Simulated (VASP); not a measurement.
# BAs (I-4m2) in VASP: notebook

Aim: see how the results for BAs move with the level of theory and the settings. Levels: HSE06, r2SCAN. Tasks: single point.

Program: VASP 6.6.1. These are calculated values, not measurements. Logs are shortened: lines on timing, memory, paths and dates and some standing lists are left out, and cuts for length are marked.

## 1. The cell of the first run

The structure is tetragonal, space group I-4m2 (No. 119). The conventional cell has a = 3.349 Å, b = 3.349 Å, c = 4.806 Å, α = 90.00°, β = 90.00°, γ = 90.00°. Within 2.7 Å of B (site symmetry -4m2) lie 4 As at 2.06 Å. As (site symmetry -4m2) has 4 B at 2.06 Å within 2.7 Å.

## 2. Single point, HSE06 (epitaxial xy strain -1.0%)

POSCAR

```
BAs
1.0
    0.0000000000      2.3679489280      2.4029739393
    2.3679489280      0.0000000000      2.4029739393
    2.3679489280      2.3679489280      0.0000000000
B As
1 1
Direct
    0.0000000000      0.0000000000      0.0000000000
    0.2500000000      0.2500000000      0.2500000000
```

INCAR.step1

```
SYSTEM = BAs
ALGO = Normal
EDIFF = 1E-5
ENCUT = 520
GGA = PE
ISIF = 2
ISMEAR = 0
LASPH = .TRUE.
LREAL = .FALSE.
LWAVE = .TRUE.
NBANDS = 11
NELM = 60
PREC = Accurate
SIGMA = 0.01
```

INCAR.step2

```
SYSTEM = BAs
ALGO = Normal
EDIFF = 1E-7
ENCUT = 520
GGA = PE
HFSCREEN = 0.2079
ISIF = 2
ISMEAR = 0
ISTART = 1
LASPH = .TRUE.
LCHARG = .TRUE.
LELF = .TRUE.
LHFCALC = .TRUE.
LREAL = .FALSE.
LVHAR = .TRUE.
LWAVE = .FALSE.
NBANDS = 11
NELM = 60
PREC = Accurate
PRECFOCK = Normal
SIGMA = 0.01
```

KPOINTS

```
k-points
0
G
  6 6 6
  0 0 0
```

Potentials or basis: VASP PAW PBE potentials, release 64 (B, As).

On the command line:

```
> cat potpaw_PBE.64/B/POTCAR potpaw_PBE.64/As/POTCAR > POTCAR
> cp INCAR.step1 INCAR
> mpirun -np 1 vasp_std > vasp.out
> cp INCAR.step2 INCAR
> mpirun -np 1 vasp_std > vasp.out
```

OUTCAR:

```text
SYSTEM = BAs
   EDIFF = 1E-7
   ENCUT = 520
   GGA = PE
   HFSCREEN = 0.2079
   ISIF = 2
   ISMEAR = 0
   ISTART = 1
   LASPH = .TRUE.
   LHFCALC = .TRUE.
   LREAL = .FALSE.
   NELM = 60
   PREC = Accurate
   PRECFOCK = Normal

 ion  position               nearest neighbor table
   1  0.000  0.000  0.000-   2 2.06   2 2.06   2 2.06   2 2.06
   2  0.250  0.250  0.250-   1 2.06   1 2.06   1 2.06   1 2.06

  LATTYP: Found a body centered tetragonal cell.
 ALAT       =     3.3487854890
 C/A-ratio  =     1.4351316005

  Lattice vectors:

 A1 = (  -2.3679489280,   0.0000000000,   2.4029739393)
 A2 = (   2.3679489280,   0.0000000000,   2.4029739393)
 A3 = (   0.0000000000,   2.3679489280,  -2.4029739393)

Analysis of symmetry for initial positions (statically):
=====================================================================
 Subroutine PRICEL returns:
 Original cell was already a primitive cell.

 Routine SETGRP: Setting up the symmetry group for a
 body centered tetragonal supercell.

 Subroutine GETGRP returns: Found  8 space group operations
 (whereof  8 operations were pure point group operations)
 out of a pool of 16 trial point group operations.

The static configuration has the point symmetry D_2d.

Analysis of symmetry for dynamics (positions and initial velocities):
=====================================================================
 Subroutine PRICEL returns:
 Original cell was already a primitive cell.

 Routine SETGRP: Setting up the symmetry group for a
 body centered tetragonal supercell.

 Subroutine GETGRP returns: Found  8 space group operations
 (whereof  8 operations were pure point group operations)
 out of a pool of 16 trial point group operations.

The dynamic configuration has the point symmetry D_2d.

 Subroutine INISYM returns: Found  8 space group operations
 (whereof  8 operations are pure point group operations),
 and found     1 'primitive' translations

----------------------------------------------------------------------------------------

                                     Primitive cell

  volume of cell :      26.9478

  direct lattice vectors                    reciprocal lattice vectors
     0.000000000  2.367948928  2.402973939    -0.211153203  0.211153203  0.208075498
     2.367948928  0.000000000  2.402973939     0.211153203 -0.211153203  0.208075498
     2.367948928  2.367948928  0.000000000     0.211153203  0.211153203 -0.208075498

  length of vectors
     3.373642820  3.373642820  3.348785489     0.363959837  0.363959837  0.363959837

  position of ions in fractional coordinates (direct lattice)
     0.000000000  0.000000000  0.000000000
     0.250000000  0.250000000  0.250000000

  ion indices of the primitive-cell ions
   primitive index   ion index
                 1           1
                 2           2

----------------------------------------------------------------------------------------

 KPOINTS: k-points

Automatic generation of k-mesh.
 Grid dimensions read from file:
 generate k-points for:    6    6    6

 Generating k-lattice:

  Cartesian coordinates                     Fractional coordinates (reciprocal lattice)
    -0.035192200  0.035192200  0.034679250     0.166666667  0.000000000  0.000000000
     0.035192200 -0.035192200  0.034679250     0.000000000  0.166666667  0.000000000
     0.035192200  0.035192200 -0.034679250    -0.000000000 -0.000000000  0.166666667

  Length of vectors
     0.060659973  0.060659973  0.060659973

  Shift w.r.t. Gamma in fractional coordinates (k-lattice)
     0.000000000  0.000000000  0.000000000

 Subroutine IBZKPT returns following result:
 ===========================================

 Found     30 irreducible k-points:

 Following reciprocal coordinates:
            Coordinates               Weight
  0.000000  0.000000  0.000000      1.000000
  0.166667 -0.000000  0.000000      8.000000
  0.333333 -0.000000  0.000000      8.000000
  0.500000  0.000000  0.000000      4.000000
  0.166667  0.166667  0.000000      2.000000
  0.333333  0.166667  0.000000      8.000000
[... 16 lines left out ...]
  0.333333  0.000000  0.333333      4.000000
  0.500000 -0.000000  0.333333     16.000000
 [... further k-points ...]
   k-points           NKPTS =     30   k-points in BZ     NKDIM =    216   number of bands    NBANDS=     11
   number of dos      NEDOS =    301   number of ions     NIONS =      2
   total plane-waves  NPLWV =  21952
   dimension x,y,z NGX =    28 NGY =   28 NGZ =   28
   dimension x,y,z NGXF=    56 NGYF=   56 NGZF=   56
   ions per type =               1   1
   NGX,Y,Z   is equivalent  to a cutoff of  13.80, 13.80, 13.90 a.u.
   NGXF,Y,Z  is equivalent  to a cutoff of  27.60, 27.60, 27.80 a.u.
 SYSTEM =  BAs
   PREC   = accura    normal or accurate (medium, high low for compatibility)
   ISTART =      1    job   : 0-new  1-cont  2-samecut
   ICHARG =      0    charge: 1-file 2-atom 10-const
   ISPIN  =      1    spin polarized calculation?
   LNONCOLLINEAR =      F non collinear calculations
   LSORBIT =      F    spin-orbit coupling
   LASPH  =      T    aspherical Exc in radial PAW
   ENCUT  =  520.0 eV  38.22 Ry    6.18 a.u.   6.27  6.27  6.23*2*pi/ulx,y,z
   NELM   =     60;   NELMIN=  2; NELMDL=  0     # of ELM steps
   EDIFF  = 0.1E-06   stopping-criterion for ELM
   LREAL  =      F    real-space projection
   EDIFFG = 0.1E-05   stopping-criterion for IOM
   NSW    =      0    number of steps for IOM
   IBRION =     -1    ionic relax: 0-MD 1-quasi-New 2-CG
   NFREE  =      0    steps in history (QN), initial steepest desc. (CG)
   ISIF   =      2    stress and relaxation
   ISYM   =      3    0-nonsym 1-usesym 2-fastsym
   POTIM  = 0.5000    time-step for ionic-motion
   TEBEG  =    0.0;   TEEND  =   0.0 temperature during run
   PSTRESS=    0.0 pullay stress
   NELECT =       8.0000    total number of electrons
   NUPDOWN=      -1.0000    fix difference up-down
   EMIN   =  10.00;   EMAX   =-10.00  energy-range for DOS
   EFERMI =   0.00;   METHOD = LEGACY
   ISMEAR =     0;   SIGMA  =   0.01  broadening in eV -4-tet -1-fermi 0-gaus
   EFERMI_NEDOS =   21; number of points for ismear=-14 and -15
   IALGO  =     38    algorithm
   IMIX   =      1    mixing-type and parameters
     AMIX     =   0.40;   BMIX     =  1.00
     AMIX_MAG =   1.60;   BMIX_MAG =  1.00
  volume/ion in A,a.u.               =      13.47        90.93
  Fermi-wavevector in a.u.,A,eV,Ry     =   1.092103  2.063775 16.227518  1.192689
  Thomas-Fermi vector in A             =   2.228362
   LORBIT       =      0    0 simple, 1 ext, 2 COOP (PROOUT), +10 PAW based schemes
   GGA     = PE    functional components
   LHFCALC =     T    Hartree Fock is set to
   PRECFOCK=normal    Normal, Fast or Accurate (Low or Medium for compatibility)
   ENCUT4O =  -1.0   cutoff for four orbital integrals eV
   NKREDX  =     1    reduce k-point grid by
   NKREDY  =     1    reduce k-point grid by
   NKREDZ  =     1    reduce k-point grid by
   AEXX    =    0.2500 exact exchange contribution
   HFSCREEN=    0.2079 screening length (either q_TF or 0.3 A-1)
   HFSCREENC=   0.2079 screening length for correlation (either q_TF or 0.3 A-1)
   ENCUTFOCK=  -1.0 apply spherical cutoff to Coloumb kernel
   IVDW    =     0    specifies the selected vdW correction
   LEPSILON=     F    determine dielectric tensor
   LRPA    =     F    only Hartree local field effects (RPA)
 non-spin polarized calculation
 Gauss-broadening in eV      SIGMA  =   0.01
  energy-cutoff  :      520.00
  volume of cell :       26.95
 maximum number of plane-waves:       742
 NGX is ok and might be reduce to    28
  NGX = 20; NGY = 20; NGZ = 20

 number of electron       8.0000000 magnetization

 Free energy of the ion-electron system (eV)
  ---------------------------------------------------
  ext. energy  EPLUGINS =         0.00000000
  ---------------------------------------------------
  free energy    TOTEN  =       -13.23922682 eV

  energy without entropy =      -13.23922682  energy(sigma->0) =      -13.23922682

 E-fermi :   5.9315     XC(G=0):  -8.7980

 val. band max:        5.8904767288   @ k =   0.0000   0.0000   0.0000
 cond. band min:       7.7113871012   @ k =   0.3333   0.0000   0.3333
 fundamental gap:      1.8209103724
 Fermi energy:         5.9315254694

 k-point     1 :       0.0000    0.0000    0.0000
  band No.  band energies     occupation
      1     -11.2240      2.00000
      2       5.7366      2.00000
      3       5.8905      2.00000
      4       5.8905      2.00000
      5       9.9369      0.00000
      6       9.9369      0.00000
      7      10.0332      0.00000
      8      11.8678      0.00000
      9      16.5246      0.00000
     10      19.7142      0.00000
     11      20.1492      0.00000

 k-point     2 :       0.1667   -0.0000    0.0000
  band No.  band energies     occupation
      1     -10.7191      2.00000
      2       2.6295      2.00000
      3       5.0444      2.00000
      4       5.1707      2.00000
      5      10.0799      0.00000
      6      10.9119      0.00000
      7      10.9503      0.00000
      8      13.8111      0.00000
      9      17.9723      0.00000
     10      18.1472      0.00000
     11      18.3120      0.00000

 k-point     3 :       0.3333   -0.0000    0.0000
  band No.  band energies     occupation
      1      -9.3006      2.00000
      2      -1.6181      2.00000
      3       4.0912      2.00000
      4       4.2620      2.00000
      5       9.6375      0.00000
      6      11.5875      0.00000
      7      11.6728      0.00000
      8      15.8278      0.00000
      9      18.5586      0.00000
     10      19.0308      0.00000
     11      19.1010      0.00000

 k-point     4 :       0.5000    0.0000    0.0000
  band No.  band energies     occupation
      1      -7.9881      2.00000
      2      -3.9443      2.00000
      3       3.7357      2.00000
      4       3.9264      2.00000
      5       9.4571      0.00000
      6      11.4927      0.00000
      7      11.6173      0.00000
      8      15.8816      0.00000
      9      20.0036      0.00000
     10      21.7843      0.00000
     11      21.9669      0.00000

 k-point     5 :       0.1667    0.1667    0.0000
  band No.  band energies     occupation
      1     -10.5611      2.00000
      2       3.2829      2.00000
      3       4.0443      2.00000
      4       4.0443      2.00000
      5       8.9466      0.00000
      6      12.5089      0.00000
      7      12.5089      0.00000
      8      12.6646      0.00000
      9      16.4540      0.00000
     10      18.8318      0.00000
     11      20.8406      0.00000
[... 211 lines left out ...]
 k-point    21 :      -0.1667    0.3333    0.1667
  band No.  band energies     occupation
      1      -8.0586      2.00000
      2      -1.6712      2.00000
      3       0.4097      2.00000
      4       2.3666      2.00000
      5      10.4746      0.00000
      6      11.9901      0.00000
      7      12.9323      0.00000
      8      16.1373      0.00000
      9      18.7670      0.00000
     10      20.9945      0.00000
     11      23.5894      0.00000

 k-point    22 :      -0.3333    0.5000    0.1667
  band No.  band energies     occupation
      1      -6.3776      2.00000
      2      -3.4141      2.00000
      3       0.2195      2.00000
      4       0.4188      2.00000
      5      10.5790      0.00000
      6      10.9131      0.00000
      7      15.8319      0.00000
      8      16.0385      0.00000
      9      19.6709      0.00000
     10      23.0531      0.00000
     11      23.0977      0.00000

 k-point    23 :       0.3333    0.0000    0.3333
  band No.  band energies     occupation
      1      -8.5794      2.00000
      2      -0.6720      2.00000
      3       1.9627      2.00000
      4       2.0012      2.00000
      5       7.7114      0.00000
      6       9.7330      0.00000
      7      16.2042      0.00000
      8      16.5803      0.00000
      9      18.9220      0.00000
     10      22.6347      0.00000
     11      23.2814      0.00000

 k-point    24 :       0.5000   -0.0000    0.3333
  band No.  band energies     occupation
      1      -7.1090      2.00000
      2      -2.7117      2.00000
      3       0.3162      2.00000
      4       1.7453      2.00000
      5       8.3116      0.00000
      6      10.5068      0.00000
      7      16.5251      0.00000
      8      16.9160      0.00000
      9      19.7491      0.00000
     10      22.7693      0.00000
     11      23.8797      0.00000

 [... further k-points ...]
[... 5 lines left out ...]
  --------------------------------------------------------------------------------------
  -------------------------------------------------------------------------------------
  Total        0.3759153      0.3759153     -0.1928349      0.0000000      0.0000000      0.0000000
  in kB       22.3499645     22.3499645    -11.4649615      0.0000000      0.0000000      0.0000000
  external PRESSURE =      11.0783225 kB  Pullay stress =       0.0000000 kB

 VOLUME and BASIS-vectors are now :
 -----------------------------------------------------------------------------
  energy-cutoff  :      520.00
  volume of cell :       26.95
      direct lattice vectors                 reciprocal lattice vectors
     0.000000000  2.367948928  2.402973939    -0.211153203  0.211153203  0.208075498
     2.367948928  0.000000000  2.402973939     0.211153203 -0.211153203  0.208075498
     2.367948928  2.367948928  0.000000000     0.211153203  0.211153203 -0.208075498

 POSITION                                       TOTAL-FORCE (eV/Angst)
 -----------------------------------------------------------------------------------
      0.00000      0.00000      0.00000         0.000000      0.000000      0.000000
      1.18397      1.18397      1.20149        -0.000000     -0.000000      0.000000
 -----------------------------------------------------------------------------------
    total drift:                               -0.000000     -0.000000      0.000000

  FREE ENERGIE OF THE ION-ELECTRON SYSTEM (eV)
  ---------------------------------------------------
  free  energy   TOTEN  =       -13.2392268240 eV

  energy  without entropy=      -13.2392268240  energy(sigma->0) =      -13.23922682
```

Run time: 8.8 min. Hardware: 1 thread of AMD EPYC 9R45 (Zen 5), shared host; peak memory 0.24 GiB.

Results:

```
Free energy            : -13.2392 eV
Pressure               : 1.1 GPa
Band gap on the k mesh : 1.82 eV (least direct gap 4.05 eV)
```

Levels at points of the mesh, in eV from the valence-band top:
```
           k point  band 2  band 3  band 4  band 5  band 6  band 7
(0.00, 0.00, 0.00)   -0.15    0.00    0.00    4.05    4.05    4.14
(0.50, 0.00, 0.00)   -9.83   -2.15   -1.96    3.57    5.60    5.73
(0.50, 0.50, 0.00)   -9.69   -4.46   -4.46    2.13    2.22   13.00
(0.50, 0.00, 0.50)   -9.56   -4.63   -4.60    1.95    2.02   12.87
```

Caveat: the cell differs from its parent crystal (epitaxial xy strain -1.0%); the PAW data sets were made with another functional, which shifts forces and pressure a little. A k mesh can miss the band edges.

## 3. Single point, r2SCAN, non-collinear spin, zero start, spin-orbit coupling (epitaxial xy strain +1.0%)

POSCAR

```
BAs
1.0
    0.0000000000      2.4157862801      2.3812712956
    2.4157862801      0.0000000000      2.3812712956
    2.4157862801      2.4157862801      0.0000000000
B As
1 1
Direct
    0.0000000000      0.0000000000      0.0000000000
    0.2500000000      0.2500000000      0.2500000000
```

INCAR.step1

```
PREC = Accurate
ENCUT = 520
ISMEAR = -1
SIGMA = 0.02
LREAL = False
LASPH = True
NELM = 150
MAGMOM = 0 0 0 0 0 0
LSORBIT = True
GGA_COMPAT = False
NBANDS = 20
GGA = PE
ALGO = Normal
EDIFF = 1E-4
LWAVE = True
LCHARG = False
```

INCAR.step2

```
PREC = Accurate
ENCUT = 520
EDIFF = 1E-6
ISMEAR = -1
SIGMA = 0.02
LREAL = False
LASPH = True
NELM = 150
ALGO = Normal
ISIF = 2
LWAVE = False
LCHARG = True
MAGMOM = 0 0 0 0 0 0
LORBIT = 11
LSORBIT = True
GGA_COMPAT = False
LORBMOM = True
METAGGA = R2SCAN
LMIXTAU = True
LVHAR = True
NBANDS = 20
ISTART = 1
```

KPOINTS

```
regular mesh
0
Gamma
  10 10 10
```

Potentials or basis: VASP PAW PBE potentials, release 64 (B, As).

On the command line:

```
> cat potpaw_PBE.64/B/POTCAR potpaw_PBE.64/As/POTCAR > POTCAR
> cp INCAR.step1 INCAR
> mpirun -np 1 vasp_ncl > vasp.out
> cp INCAR.step2 INCAR
> mpirun -np 1 vasp_ncl > vasp.out
```

Run time: 11 min. Hardware: 1 thread of AMD EPYC 9R45 (Zen 5), shared host; peak memory 0.34 GiB.

Results (log left out):

- Free energy: -22.2616 eV
- Pressure: -1.9 GPa
- Net moment: 0.00 μB per cell
- Valence electrons inside the program's atomic spheres: B 1.81; As 2.94

Stress tensor (GPa, compression positive):
```
-2.93  0.00  0.00
 0.00 -2.93  0.00
 0.00  0.00  0.16
```

Moments on the atoms (μB; x, y, z):
```
B   0.00 0.00 0.00
As  0.00 0.00 0.00
```

Caveat: the cell differs from its parent crystal (epitaxial xy strain +1.0%); the PAW data sets were made with another functional, which shifts forces and pressure a little.

## 4. Single point, r2SCAN, non-collinear spin, zero start, spin-orbit coupling (epitaxial xy strain +2.0%)

POSCAR

```
BAs
1.0
    0.0000000000      2.4397049562      2.3697994758
    2.4397049562      0.0000000000      2.3697994758
    2.4397049562      2.4397049562      0.0000000000
B As
1 1
Direct
    0.0000000000      0.0000000000      0.0000000000
    0.2500000000      0.2500000000      0.2500000000
```

INCAR.step1

```
PREC = Accurate
ENCUT = 520
ISMEAR = -1
SIGMA = 0.02
LREAL = F
LASPH = T
NELM = 150
LNONCOLLINEAR = T
MAGMOM = 0 0 0 0 0 0
LSORBIT = T
GGA_COMPAT = F
NBANDS = 20
GGA = PE
ALGO = Normal
EDIFF = 1E-4
LWAVE = T
LCHARG = F
```

INCAR.step2

```
PREC = Accurate
ENCUT = 520
EDIFF = 1E-6
ISMEAR = -1
SIGMA = 0.02
LREAL = F
LASPH = T
NELM = 150
ALGO = Normal
ISIF = 2
LWAVE = F
LCHARG = F
LNONCOLLINEAR = T
MAGMOM = 0 0 0 0 0 0
LORBIT = 11
LSORBIT = T
GGA_COMPAT = F
LORBMOM = T
METAGGA = R2SCAN
LMIXTAU = T
NBANDS = 20
ISTART = 1
```

KPOINTS

```
Automatic mesh
0
Gamma
  10 10 10
```

On the command line:

```
> cat potpaw_PBE.64/B/POTCAR potpaw_PBE.64/As/POTCAR > POTCAR
> cp INCAR.step1 INCAR
> mpirun -np 1 vasp_ncl > vasp.out
> cp INCAR.step2 INCAR
> mpirun -np 1 vasp_ncl > vasp.out
```

It took 14 min on 1 thread of AMD EPYC 9R45 (Zen 5), shared host; peak memory 0.34 GiB.

It converged, with:

```yaml
Free_energy: -22.2464 eV
Pressure: -3.8 GPa
Net_moment: 0.00 μB per cell
Valence_electrons_inside_the_program's_atomic_spheres: B 1.79; As 2.93
```

Stress tensor (GPa, compression positive):
```
-5.84  0.00  0.00
 0.00 -5.84  0.00
 0.00  0.00  0.17
```

Moments on the atoms (μB; x, y, z):
```
B   0.00 0.00 0.00
As  0.00 0.00 0.00
```

Caveat: the cell differs from its parent crystal (epitaxial xy strain +2.0%); the cell stands under tension; the PAW data sets were made with another functional, which shifts forces and pressure a little.

## 5. Overview

```csv
level,spin,cell,k mesh,smearing,grid for exact exchange (PRECFOCK),share of exact exchange,screening parameter,pressure (GPa),moment (μB)
HSE06,off,"a = 3.374, b = 3.374, c = 3.349 Å, angles 60.2, 60.2, 59.5°, 2 atoms",6 × 6 × 6,gaussian 0.01 eV,Normal,0.25,0.2079 1/Å,1.1,-
r2SCAN,"non-collinear, zero start, SOC","a = 3.392, b = 3.392, c = 3.416 Å, angles 59.8, 59.8, 60.5°, 2 atoms",10 × 10 × 10,fermi-dirac 0.02 eV,-,-,-,-1.9,0.00
r2SCAN,"non-collinear, zero start, SOC","a = 3.401, b = 3.401, c = 3.450 Å, angles 59.5, 59.5, 61.0°, 2 atoms",10 × 10 × 10,fermi-dirac 0.02 eV,-,-,-,-3.8,0.00
```

Alike in all rows: task single point; potentials or basis VASP PAW PBE potentials, release 64 (B, As); cutoff (eV) 520.

Caveats: the PAW data sets were made with another functional, which shifts forces and pressure a little; the cell stands under tension (at least some runs).

Absolute energies hang on the potentials; compare differences alone.
